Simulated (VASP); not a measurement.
Al2Au: single point with r2SCAN+D3(BJ)

Crystal: Al2Au.

```xyz
3
Lattice="0.0000 3.0248 3.0248 3.0248 0.0000 3.0248 3.0248 3.0248 0.0000" Properties=species:S:1:pos:R:3 pbc="T T T"
Al    1.5124    1.5124    1.5124
Al    4.5372    4.5372    4.5372
Au    0.0000    0.0000    0.0000
```

```json
{
 "Program": "VASP 6.6.1",
 "Task": "single point",
 "Functional": "r2SCAN",
 "Dispersion": "D3(BJ)",
 "Potentials or basis": "VASP PAW PBE potentials, release 64 (Al, Au)",
 "Cutoff": "520 eV",
 "k mesh": "7 × 7 × 7",
 "Occupations": "fermi-dirac, width 0.2 eV",
 "Spin": "no spin polarisation"
}
```

- Pressure: -4.1 GPa
- Dispersion energy per atom: -0.185 eV

Levels at points of the mesh, in eV from the Fermi level:
```csv
k point,band 6,band 7,band 8,band 9,band 10,band 11,band 12,band 13
"(0.00, 0.00, 0.00)",-5.86,2.68,3.01,3.01,3.01,4.03,4.03,4.03
```

It took 68 s on 1 thread of AMD EPYC 7R13 Processor (Zen 3), on a shared host, peak memory 0.17 GiB.

Caveat: the PAW data sets were made with another functional, which shifts forces and pressure a little; spin-orbit coupling is left out, which moves the levels of the heavy elements; pairwise dispersion overbinds metals, which lowers pressure and volume.
